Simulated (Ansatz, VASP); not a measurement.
Mg in VASP and in Ansatz

INCAR

```
SYSTEM = Mg
PREC     = Accurate       ! precision mode
ENCUT    = 520            ! plane-wave cutoff, eV
EDIFF    = 1E-7           ! SCF threshold, eV
ISMEAR   = 0              ! smearing method
SIGMA    = 0.15           ! smearing width, eV
LREAL    = .FALSE.        ! projectors in reciprocal space
LASPH    = .TRUE.         ! aspherical terms in the spheres
NELM     = 80             ! most SCF steps
ALGO     = Fast           ! electronic algorithm
ISIF     = 2              ! what is computed and relaxed
LWAVE    = .FALSE.        ! write WAVECAR
LCHARG   = .FALSE.        ! write CHGCAR
GGA      = PE             ! functional
NBANDS   = 7              ! bands
```

File KPOINTS:

```
Automatic mesh
0
G
  18 18 16
  0 0 0
```

POSCAR

```
Mg
1.0
    3.2943237845      0.0000000000      0.0000000000
   -1.6471618923      2.8529680857      0.0000000000
    0.0000000000      0.0000000000      3.1666310728
Mg
1
Direct
    0.0000000000      0.0000000000      0.0000000000
```

Input for Ansatz:

```yaml
crystal:
  lattice:
    - [3.2943237845, 0.0, 0.0]
    - [-1.6471618923, 2.8529680857, 0.0]
    - [0.0, 0.0, 3.1666310728]
  atoms:
    - { symbol: Mg, position: [0.0, 0.0, 0.0] }
basis:
  ecutwfc: 420
kpoints:
  mp_grid: { grid: [18, 18, 16] }
hamiltonian:
  xc: pbe
scf:
  occupations: { method: gaussian, width: 0.15 }
output:
  forces: true
  stress: true
  eigenvalues: true
```

Change from the starting cell: strain +0.080 along x and y, +0.040 along z, atoms carried along.

Alike in both runs: task single point; functional PBE; k mesh 18 × 18 × 16; occupations gaussian, width 0.15 eV; no spin polarisation.

|  | VASP | Ansatz |
| --- | --- | --- |
| version | VASP 6.6.1 | Ansatz 0.2.0 |
| potentials or method | VASP PAW PBE potentials, release 64 (Mg), cutoff 520 eV | scalar-relativistic, plane waves, PAW |
| valence electrons in the cell | 2 | 10 |

|  | VASP | Ansatz | Ansatz less VASP |
| --- | --- | --- | --- |
| gap on the k mesh at the Fermi level (eV) | none | none | - |
| pressure (GPa) | -3.2 | -3.1 | +0.07 |
| traceless stress, the component that is largest in VASP (GPa) | 1.42 | 1.41 | -0.010 |

A gap of «none» marks a metal or a gap that the smearing closes. With one functional, cell and mesh, what is left measures potentials, basis and numerics. VASP's potentials hold 2 valence electrons a cell and Ansatz's 10, so a difference there can come from the potentials and not from the codes.
